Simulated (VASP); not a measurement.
Set up this calculation in VASP 6.6.1, as the native input.

```
Task                   : single point
Functional             : PBE
Potentials or basis    : VASP PAW PBE potentials, release 64 (Cs_sv, I)
Cutoff                 : 500 eV
k mesh                 : 10 × 10 × 10
Occupations            : fermi-dirac, width 0.05 eV
Spin                   : no spin polarisation
Dipole correction      : no
Further INCAR settings : ALGO = Normal; EDIFF = 1e-06; NBANDS = 15
```

The structure of CsI lies in POSCAR:

```
CsI
1.0
    4.6654459165      0.0000000000      0.0000000000
    0.0000000000      4.6654459165      0.0000000000
    0.0000000000      0.0000000000      4.6654459165
Cs I
1 1
Direct
    0.0000000000      0.0000000000      0.0000000000
    0.5000000000      0.5000000000      0.5000000000
```

These files were run (other wordings do the same):

INCAR

```
PREC = Accurate
ENCUT = 500
EDIFF = 1E-6
ISMEAR = -1
SIGMA = 0.05
LREAL = False
LASPH = True
NELM = 120
ALGO = Normal
ISIF = 2
LWAVE = False
LCHARG = False
GGA = PE
NBANDS = 15
GGA_COMPAT = False
```

KPOINTS

```
regular mesh
0
Gamma
  10 10 10
```

Potentials or basis: VASP PAW PBE potentials, release 64 (Cs_sv, I).

Launch:

```bash
$ cat potpaw_PBE.64/Cs_sv/POTCAR potpaw_PBE.64/I/POTCAR > POTCAR
$ mpirun -np 1 vasp_std > vasp.out
```

Results of the run:

The pressure is 0.0 GPa and the band gap on the k mesh is 3.68 eV (least direct gap 3.77 eV).

Caveat: spin-orbit coupling is left out, which moves the levels of the heavy elements.

Run time: 36 s on 1 thread of Intel(R) Xeon(R) 6975P-C (Granite Rapids), on a shared host, peak memory 0.25 GiB.
